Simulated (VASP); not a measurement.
A run of VASP 6.6.1 is set up as follows.

File INCAR:

```
SYSTEM = BaO
PREC     = Accurate       ! precision mode
ENCUT    = 600            ! plane-wave cutoff, eV
EDIFF    = 1E-6           ! SCF threshold, eV
ISMEAR   = 0              ! smearing method
SIGMA    = 0.01           ! smearing width, eV
LREAL    = .FALSE.        ! projectors in reciprocal space
LASPH    = .TRUE.         ! aspherical terms in the spheres
NELM     = 120            ! most SCF steps
ALGO     = Normal         ! electronic algorithm
ISIF     = 2              ! what is computed and relaxed
LWAVE    = .FALSE.        ! write WAVECAR
LCHARG   = .FALSE.        ! write CHGCAR
GGA      = PE             ! functional
NBANDS   = 15             ! bands
GGA_COMPAT= .FALSE.
```

File KPOINTS:

```
Automatic mesh
0
G
  2 2 2
  0 0 0
```

The input POSCAR:

```
BaO
1.0
    0.0000000000      2.7718674917      2.7718674917
    2.7718674917      0.0000000000      2.7718674917
    2.7718674917      2.7718674917      0.0000000000
Ba O
1 1
Direct
    0.0000000000      0.0000000000      0.0000000000
    0.5000000000      0.5000000000      0.5000000000
```

Potentials or basis: VASP PAW PBE potentials, release 64 (Ba_sv, O).

Command:

```sh
$ cat potpaw_PBE.64/Ba_sv/POTCAR potpaw_PBE.64/O/POTCAR > POTCAR
$ mpirun -np 1 vasp_std > vasp.out
```

Question: Estimate the pressure.

Answer: 2.8 GPa.

Question: Estimate the band gap on the k mesh.

Answer: 1.84 eV, direct.

Caveat: the k points lie up to 0.98 Å⁻¹ apart; spin-orbit coupling is left out, which moves the levels of the heavy elements. A k mesh can miss the band edges.
